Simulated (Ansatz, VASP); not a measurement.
**One calculation of TaPb3, two programs**

```
CELL_PARAMETERS angstrom
4.74823 0.00000 0.00000
0.00000 4.74823 0.00000
0.00000 0.00000 4.63197
ATOMIC_POSITIONS crystal
Pb 0.00000 0.50000 0.50000
Pb 0.50000 0.00000 0.50000
Pb 0.50000 0.50000 0.00000
Ta 0.00000 0.00000 0.00000
```

Alike in both runs: functional r2SCAN; k mesh 7 × 7 × 7; occupations fermi-dirac, width 0.0469 eV; no spin polarisation.

Ansatz relaxed the structure, and its values are those at the end. VASP's run is a single point on that final structure, the one shown.

|  | VASP | Ansatz |
| --- | --- | --- |
| version | VASP 6.6.1 | Ansatz 0.2.0 |
| potentials or method | VASP PAW PBE potentials, release 64 (Pb_d, Ta_pv), cutoff 520 eV | PAW plane waves |
| valence electrons in the cell | 53 | 55 |

|  | VASP | Ansatz | Ansatz less VASP |
| --- | --- | --- | --- |
| pressure (GPa) | -0.8 | -0.9 | -0.13 |

VASP's potentials were made for PBE, not for r2SCAN. VASP's potentials hold 53 valence electrons a cell and Ansatz's 55, so a difference there can come from the potentials and not from the codes. Ansatz's warnings: stress scf threshold loose.

Spin-orbit coupling is off throughout.
